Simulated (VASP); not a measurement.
The system is TlH2.

```
Tl H
1.0
     3.94038    0.00000    0.00000
     0.00000    3.94038    0.00000
     0.00000    0.00000    5.67264
Tl H
2 4
Direct
  0.00000 0.00000 0.00000
  0.50000 0.50000 0.50000
  0.00000 0.50000 0.20300
  0.00000 0.50000 0.70300
  0.50000 0.00000 0.29700
  0.50000 0.00000 0.79700
```

| Property | Result |
| --- | --- |
| Program | VASP 6.6.1 |
| Task | relaxation of cell and atoms |
| Functional | PBE |
| Potentials or basis | VASP PAW PBE potentials, release 64 (Tl_d, H) |
| Cutoff | 600 eV |
| k mesh | 10 × 10 × 8 |
| Occupations | gaussian, width 0.1 eV |
| Spin | no spin polarisation |

At the start: pressure -2.9 GPa; volume 14.68 Å³/atom.

Task: How do energy, volume and symmetry change on relaxing?

Result: Over 14 steps the energy falls by 68.6 meV/atom and the volume is 14.91 Å³/atom (+1.6 %); space group P4_2/nmc (No. 137, to 0.05 Å).

The path:
| step | energy change (eV) | largest force (eV/Å) | pressure (GPa) | volume (Å³) |
| --- | --- | --- | --- | --- |
| 1 | 0.0000 | 0.2658 | -2.85 | 88.08 |
| 2 | -0.0597 | 0.2546 | -1.59 | 84.79 |
| 3 | -0.0907 | 0.2326 | 0.46 | 80.78 |
| 4 | -0.0908 | 0.2306 | 0.64 | 80.48 |
| 5 | -0.1071 | 0.2346 | 0.68 | 80.59 |
| 6 | -0.1573 | 0.2391 | 0.79 | 80.90 |
| 7 | -0.2543 | 0.2013 | 1.17 | 81.52 |
| 8 | -0.3642 | 0.0228 | 2.29 | 82.77 |
| 9 | -0.3941 | 0.0307 | 1.12 | 85.26 |
| 10 | -0.4079 | 0.0402 | -0.42 | 89.26 |
| 11 | -0.4082 | 0.0391 | -0.23 | 88.73 |
| 12 | -0.4093 | 0.0323 | -0.22 | 88.87 |
| 13 | -0.4112 | 0.0125 | -0.15 | 89.28 |
| 14 | -0.4114 | 0.0035 | -0.10 | 89.48 |

Final structure:
```
CELL_PARAMETERS angstrom
3.93601 0.00000 0.00000
0.00000 3.93601 0.00000
0.00000 0.00000 5.77585
ATOMIC_POSITIONS crystal
Tl 0.00000 0.00000 0.00000
Tl 0.50000 0.50000 0.50000
H 0.00000 0.50000 0.11219
H 0.00000 0.50000 0.61219
H 0.50000 0.00000 0.38781
H 0.50000 0.00000 0.88781
```
